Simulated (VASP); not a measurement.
MnPt2:

```xyz
3
Lattice="2.8584 0.0000 0.0000 -1.4292 2.4755 0.0000 0.0000 0.0000 6.5325" Properties=species:S:1:pos:R:3 pbc="T T T"
Mn    0.0000    0.0000    0.0000
Pt    0.0000    1.6503    4.4669
Pt    1.4292    0.8252    2.0656
```

Base run:

| Property | Result |
| --- | --- |
| Program | VASP 6.6.1 |
| Functional | PBE |
| Potentials or basis | VASP PAW PBE potentials, release 64 (Mn_pv, Pt) |
| Cutoff | 520 eV |
| k mesh | 18 × 18 × 8 |
| Occupations | gaussian, width 0.1 eV |
| Spin | collinear spin, ferromagnetic start |
| Starting moments | [0.5, 0.5, 0.5] μB |

Its results: pressure -17.3 GPa; net moment 0.00 μB per cell; largest force 0.363 eV/Å.

The run is repeated on the same cell with these changes: further incar settings from ALGO = Normal; EDIFF = 1e-07; NBANDS = 28 to ALGO = Fast; EDIFF = 1e-07; NBANDS = 28; moments at the start from [0.5, 0.5, 0.5] to [4.0, 1.0, 1.0]. What comes out?

Pressure -0.5 GPa; net moment 4.57 μB per cell; site moments Mn +3.77; Pt +0.31 μB; largest force 0.027 eV/Å.

Caveats: the stress differs along the axes, from -21 to -10 GPa (at least some runs).
